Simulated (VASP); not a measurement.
# HfO2 (Fm-3m) in VASP: a series of runs

Runs on HfO2. Level: LDA. Tasks: single point.

Program: VASP 6.6.1. These are calculated values, not measurements. Logs are shortened: lines on timing, memory, paths and dates and some standing lists are left out, and cuts for length are marked.

## (1) The cell of the first run

Symmetry: Fm-3m, No. 225, cubic system. The conventional cell has a = 5.182 Å, b = 5.182 Å, c = 5.182 Å, α = 90.00°, β = 90.00°, γ = 90.00°. Within 3.0 Å of Hf (site symmetry m-3m) lie 8 O at 2.24 Å. O (site symmetry -43m) has 4 Hf at 2.24 Å and 6 O at 2.59 Å within 3.0 Å.

## (2) Single point, LDA

INCAR

```
SYSTEM = HfO2
PREC = Accurate
ENCUT = 520
EDIFF = 1E-7
ISMEAR = 0
SIGMA = 0.01
LREAL = .False.
LASPH = .True.
NELM = 60
ALGO = Normal
ISIF = 2
LWAVE = .False.
LCHARG = .True.
LELF = .True.
LVHAR = .True.
NBANDS = 18
```

KPOINTS

```
regular mesh
0
Gamma
  6 6 6
  0 0 0
```

POSCAR

```
HfO2
1.0
    0.0000000000      2.5911551753      2.5911551753
    2.5911551753      0.0000000000      2.5911551753
    2.5911551753      2.5911551753      0.0000000000
Hf O
1 2
Direct
    0.0000000000      0.0000000000      0.0000000000
    0.2500000000      0.2500000000      0.2500000000
    0.7500000000      0.7500000000      0.7500000000
```

Potentials or basis: VASP PAW LDA potentials, release 64 (Hf_pv, O).

Run with:

```
> cat potpaw_LDA.64/Hf_pv/POTCAR potpaw_LDA.64/O/POTCAR > POTCAR
> mpirun -np 1 vasp_std > vasp.out
```

OUTCAR:

```text
SYSTEM = HfO2
   PREC = Accurate
   ENCUT = 520
   EDIFF = 1E-7
   ISMEAR = 0
   LREAL = .False.
   LASPH = .True.
   NELM = 60
   ISIF = 2

 ion  position               nearest neighbor table
   1  0.000  0.000  0.000-   3 2.24   3 2.24   3 2.24   2 2.24   3 2.24   2 2.24   2 2.24   2 2.24

   2  0.250  0.250  0.250-   1 2.24   1 2.24   1 2.24   1 2.24
   3  0.750  0.750  0.750-   1 2.24   1 2.24   1 2.24   1 2.24

  LATTYP: Found a face centered cubic cell.
 ALAT       =     5.1823103506

  Lattice vectors:

 A1 = (   0.0000000000,   2.5911551753,   2.5911551753)
 A2 = (   2.5911551753,   0.0000000000,   2.5911551753)
 A3 = (   2.5911551753,   2.5911551753,   0.0000000000)

Analysis of symmetry for initial positions (statically):
=====================================================================
 Subroutine PRICEL returns:
 Original cell was already a primitive cell.

 Routine SETGRP: Setting up the symmetry group for a
 face centered cubic supercell.

 Subroutine GETGRP returns: Found 48 space group operations
 (whereof 48 operations were pure point group operations)
 out of a pool of 48 trial point group operations.

The static configuration has the point symmetry O_h .

Analysis of symmetry for dynamics (positions and initial velocities):
=====================================================================
 Subroutine PRICEL returns:
 Original cell was already a primitive cell.

 Routine SETGRP: Setting up the symmetry group for a
 face centered cubic supercell.

 Subroutine GETGRP returns: Found 48 space group operations
 (whereof 48 operations were pure point group operations)
 out of a pool of 48 trial point group operations.

The dynamic configuration has the point symmetry O_h .

 Subroutine INISYM returns: Found 48 space group operations
 (whereof 48 operations are pure point group operations),
 and found     1 'primitive' translations

----------------------------------------------------------------------------------------

                                     Primitive cell

  volume of cell :      34.7945

  direct lattice vectors                    reciprocal lattice vectors
     0.000000000  2.591155175  2.591155175    -0.192964128  0.192964128  0.192964128
     2.591155175  0.000000000  2.591155175     0.192964128 -0.192964128  0.192964128
     2.591155175  2.591155175  0.000000000     0.192964128  0.192964128 -0.192964128

  length of vectors
     3.664446791  3.664446791  3.664446791     0.334223674  0.334223674  0.334223674

  position of ions in fractional coordinates (direct lattice)
     0.000000000  0.000000000  0.000000000
     0.250000000  0.250000000  0.250000000
     0.750000000  0.750000000  0.750000000

  ion indices of the primitive-cell ions
   primitive index   ion index
                 1           1
                 2           2
                 3           3

----------------------------------------------------------------------------------------

 KPOINTS: regular mesh

Automatic generation of k-mesh.
 Grid dimensions read from file:
 generate k-points for:    6    6    6

 Generating k-lattice:

  Cartesian coordinates                     Fractional coordinates (reciprocal lattice)
    -0.032160688  0.032160688  0.032160688     0.166666667  0.000000000  0.000000000
     0.032160688 -0.032160688  0.032160688     0.000000000  0.166666667  0.000000000
     0.032160688  0.032160688 -0.032160688     0.000000000  0.000000000  0.166666667

  Length of vectors
     0.055703946  0.055703946  0.055703946

  Shift w.r.t. Gamma in fractional coordinates (k-lattice)
     0.000000000  0.000000000  0.000000000

 Subroutine IBZKPT returns following result:
 ===========================================

 Found     16 irreducible k-points:

 Following reciprocal coordinates:
            Coordinates               Weight
  0.000000  0.000000  0.000000      1.000000
  0.166667  0.000000  0.000000      8.000000
  0.333333  0.000000  0.000000      8.000000
  0.500000  0.000000  0.000000      4.000000
  0.166667  0.166667  0.000000      6.000000
  0.333333  0.166667  0.000000     24.000000
[... 8 lines left out ...]
 -0.333333  0.333333  0.166667     24.000000
 -0.333333  0.500000  0.166667     12.000000
   k-points           NKPTS =     16   k-points in BZ     NKDIM =     16   number of bands    NBANDS=     18
   number of dos      NEDOS =    301   number of ions     NIONS =      3
   total plane-waves  NPLWV =  21952
   dimension x,y,z NGX =    28 NGY =   28 NGZ =   28
   dimension x,y,z NGXF=    56 NGYF=   56 NGZF=   56
   ions per type =               1   2
   NGX,Y,Z   is equivalent  to a cutoff of  12.70, 12.70, 12.70 a.u.
   NGXF,Y,Z  is equivalent  to a cutoff of  25.41, 25.41, 25.41 a.u.
 SYSTEM =  HfO2
   PREC   = accura    normal or accurate (medium, high low for compatibility)
   ISTART =      0    job   : 0-new  1-cont  2-samecut
   ICHARG =      2    charge: 1-file 2-atom 10-const
   ISPIN  =      1    spin polarized calculation?
   LNONCOLLINEAR =      F non collinear calculations
   LSORBIT =      F    spin-orbit coupling
   LASPH  =      T    aspherical Exc in radial PAW
   ENCUT  =  520.0 eV  38.22 Ry    6.18 a.u.   6.81  6.81  6.81*2*pi/ulx,y,z
   NELM   =     60;   NELMIN=  2; NELMDL= -5     # of ELM steps
   EDIFF  = 0.1E-06   stopping-criterion for ELM
   LREAL  =      F    real-space projection
   EDIFFG = 0.1E-05   stopping-criterion for IOM
   NSW    =      0    number of steps for IOM
   IBRION =     -1    ionic relax: 0-MD 1-quasi-New 2-CG
   NFREE  =      0    steps in history (QN), initial steepest desc. (CG)
   ISIF   =      2    stress and relaxation
   ISYM   =      2    0-nonsym 1-usesym 2-fastsym
   POTIM  = 0.5000    time-step for ionic-motion
   TEBEG  =    0.0;   TEEND  =   0.0 temperature during run
   PSTRESS=    0.0 pullay stress
   NELECT =      22.0000    total number of electrons
   NUPDOWN=      -1.0000    fix difference up-down
   EMIN   =  10.00;   EMAX   =-10.00  energy-range for DOS
   EFERMI =   0.00;   METHOD = LEGACY
   ISMEAR =     0;   SIGMA  =   0.01  broadening in eV -4-tet -1-fermi 0-gaus
   EFERMI_NEDOS =   21; number of points for ismear=-14 and -15
   IALGO  =     38    algorithm
   IMIX   =      4    mixing-type and parameters
     AMIX     =   0.40;   BMIX     =  1.00
     AMIX_MAG =   1.60;   BMIX_MAG =  1.00
  volume/ion in A,a.u.               =      11.60        78.27
  Fermi-wavevector in a.u.,A,eV,Ry     =   1.405116  2.655285 26.862691  1.974352
  Thomas-Fermi vector in A             =   2.527610
   LORBIT       =      0    0 simple, 1 ext, 2 COOP (PROOUT), +10 PAW based schemes
   GGA     = CA    functional components
   LHFCALC =     F    Hartree Fock is set to
   AEXX    =    0.0000 exact exchange contribution
   IVDW    =     0    specifies the selected vdW correction
   LEPSILON=     F    determine dielectric tensor
   LRPA    =     F    only Hartree local field effects (RPA)
 non-spin polarized calculation
 Gauss-broadening in eV      SIGMA  =   0.01
  energy-cutoff  :      520.00
  volume of cell :       34.79
 maximum number of plane-waves:       960
   NGX = 13   NGY = 13   NGZ = 13

 number of electron      21.9999997 magnetization

 Free energy of the ion-electron system (eV)
  ---------------------------------------------------
  ext. energy  EPLUGINS =         0.00000000
  ---------------------------------------------------
  free energy    TOTEN  =       -32.71948689 eV

  energy without entropy =      -32.71948689  energy(sigma->0) =      -32.71948689

 E-fermi :   3.5597     XC(G=0): -11.9731

 val. band max:        3.4919884047   @ k =   0.5000   0.5000   0.0000
 cond. band min:       6.9123463400   @ k =   0.5000   0.5000   0.0000
 fundamental gap:      3.4203579353
 Fermi energy:         3.5597013580

 k-point     1 :       0.0000    0.0000    0.0000
  band No.  band energies     occupation
      1     -26.2975      2.00000
      2     -26.2975      2.00000
      3     -26.2975      2.00000
      4     -14.5775      2.00000
      5     -11.7440      2.00000
      6      -1.5228      2.00000
[... 10 lines left out ...]
     17      13.0555      0.00000
     18      15.7053      0.00000

 k-point     2 :       0.1667    0.0000    0.0000
  band No.  band energies     occupation
      1     -26.3829      2.00000
      2     -26.3072      2.00000
      3     -26.3072      2.00000
      4     -14.2636      2.00000
      5     -11.9977      2.00000
      6      -1.2824      2.00000
[... 10 lines left out ...]
     17      12.6777      0.00000
     18      15.6849      0.00000

 k-point     3 :       0.3333    0.0000    0.0000
  band No.  band energies     occupation
      1     -26.5464      2.00000
      2     -26.3266      2.00000
      3     -26.3266      2.00000
      4     -13.6475      2.00000
      5     -12.3932      2.00000
      6      -0.7882      2.00000
[... 10 lines left out ...]
     17      12.3290      0.00000
     18      14.7091      0.00000

 k-point     4 :       0.5000    0.0000    0.0000
  band No.  band energies     occupation
      1     -26.6248      2.00000
      2     -26.3363      2.00000
      3     -26.3363      2.00000
      4     -13.3994      2.00000
      5     -12.4829      2.00000
      6      -0.5514      2.00000
[... 207 lines left out ...]
      4     -13.1230      2.00000
      5     -12.6754      2.00000
      6      -1.2384      2.00000
[... 10 lines left out ...]
     17      13.6305      0.00000
     18      15.6520      0.00000

 k-point    15 :      -0.3333    0.3333    0.1667
  band No.  band energies     occupation
      1     -26.5531      2.00000
      2     -26.4745      2.00000
      3     -26.3728      2.00000
      4     -12.9421      2.00000
      5     -12.7103      2.00000
      6      -1.2304      2.00000
[... 10 lines left out ...]
     17      14.6304      0.00000
     18      15.5884      0.00000

 k-point    16 :      -0.3333    0.5000    0.1667
  band No.  band energies     occupation
      1     -26.5811      2.00000
      2     -26.4568      2.00000
      3     -26.3943      2.00000
      4     -12.8469      2.00000
      5     -12.7228      2.00000
      6      -2.1028      2.00000
[... 10 lines left out ...]
     17      15.6513      0.00000
     18      15.8457      0.00000

------------------------ aborting loop because EDIFF is reached ----------------------------------------

  FORCE on cell =-STRESS in cart. coord.  units (eV):
  Direction    XX          YY          ZZ          XY          YZ          ZX
  --------------------------------------------------------------------------------------
  -------------------------------------------------------------------------------------
  Total       -5.7697525     -5.7697525     -5.7697525      0.0000000      0.0000000      0.0000000
  in kB     -265.6791682   -265.6791682   -265.6791682      0.0000000      0.0000000      0.0000000
  external PRESSURE =    -265.6791682 kB  Pullay stress =       0.0000000 kB

 VOLUME and BASIS-vectors are now :
 -----------------------------------------------------------------------------
  energy-cutoff  :      520.00
  volume of cell :       34.79
      direct lattice vectors                 reciprocal lattice vectors
     0.000000000  2.591155175  2.591155175    -0.192964128  0.192964128  0.192964128
     2.591155175  0.000000000  2.591155175     0.192964128 -0.192964128  0.192964128
     2.591155175  2.591155175  0.000000000     0.192964128  0.192964128 -0.192964128

 POSITION                                       TOTAL-FORCE (eV/Angst)
 -----------------------------------------------------------------------------------
      0.00000      0.00000      0.00000        -0.000000      0.000000     -0.000000
      1.29558      1.29558      1.29558        -0.000000     -0.000000     -0.000000
      3.88673      3.88673      3.88673         0.000000      0.000000      0.000000
 -----------------------------------------------------------------------------------
    total drift:                                0.000000      0.000000      0.000000

  FREE ENERGIE OF THE ION-ELECTRON SYSTEM (eV)
  ---------------------------------------------------
  free  energy   TOTEN  =       -32.7194868863 eV

  energy  without entropy=      -32.7194868863  energy(sigma->0) =      -32.71948689
```

Run time: 7.4 s. Hardware: 1 thread of Intel Xeon Platinum 8488C (Sapphire Rapids), shared host; peak memory 0.14 GiB.

Results:

- Free energy: -32.7195 eV
- Pressure: -26.6 GPa
- Band gap on the k mesh: 3.42 eV, direct

Levels at points of the mesh, in eV from the valence-band top:
| k point | band 7 | band 8 | band 9 | band 10 | band 11 | band 12 | band 13 | band 14 | band 15 | band 16 |
| --- | --- | --- | --- | --- | --- | --- | --- | --- | --- | --- |
| (0.00, 0.00, 0.00) | -5.01 | -5.01 | -0.58 | -0.58 | -0.58 | 3.53 | 3.53 | 5.17 | 9.56 | 9.56 |
| (0.50, 0.00, 0.00) | -4.04 | -2.98 | -2.61 | -1.76 | -1.76 | 4.19 | 4.19 | 6.33 | 8.58 | 8.62 |
| (0.50, 0.50, 0.00) | -3.33 | -3.33 | -1.44 | -1.44 | 0.00 | 3.42 | 4.98 | 6.00 | 7.51 | 7.51 |

Caveat: spin-orbit coupling is left out, which moves the levels of the heavy elements. A k mesh can miss the band edges.

## (3) Single point, LDA

This run uses another cell than the first one, of 11.82 Å³/atom, 1.019 times its volume.

INCAR

```
PREC = Accurate
ENCUT = 520
EDIFF = 1E-6
ISMEAR = 0
SIGMA = 0.01
LREAL = False
LASPH = True
NELM = 100
ALGO = Normal
ISIF = 2
LWAVE = False
LCHARG = False
GGA = CA
NBANDS = 18
```

KPOINTS

```
regular mesh
0
Gamma
  6 6 6
```

POSCAR

```
HfO2
1.0
    0.0000000000      2.6076597933      2.6076597933
    2.6076597933      0.0000000000      2.6076597933
    2.6076597933      2.6076597933      0.0000000000
Hf O
1 2
Direct
    0.0000000000      0.0000000000      0.0000000000
    0.2500000000      0.2500000000      0.2500000000
    0.7500000000      0.7500000000      0.7500000000
```

Potentials or basis: VASP PAW LDA potentials, release 64 (Hf_pv, O).

Run with:

```
> cat potpaw_LDA.64/Hf_pv/POTCAR potpaw_LDA.64/O/POTCAR > POTCAR
> mpirun -np 1 vasp_std > vasp.out
```

It took 6.9 s on 1 thread of Intel Xeon Platinum 8488C (Sapphire Rapids), shared host; peak memory 0.14 GiB.

It converged, with:

* Free energy: -32.6029 eV
* Pressure: -29.6 GPa
* Band gap on the k mesh: 3.37 eV, direct

Levels at points of the mesh, in eV from the valence-band top:
```csv
k point,band 7,band 8,band 9,band 10,band 11,band 12,band 13,band 14,band 15,band 16
"(0.00, 0.00, 0.00)",-4.91,-4.91,-0.57,-0.57,-0.57,3.48,3.48,5.02,9.34,9.34
"(0.50, 0.00, 0.00)",-3.95,-2.95,-2.57,-1.74,-1.74,4.12,4.12,6.16,8.43,8.43
"(0.50, 0.50, 0.00)",-3.28,-3.28,-1.42,-1.42,0.00,3.37,4.89,5.84,7.35,7.35
```

Caveat: spin-orbit coupling is left out, which moves the levels of the heavy elements.
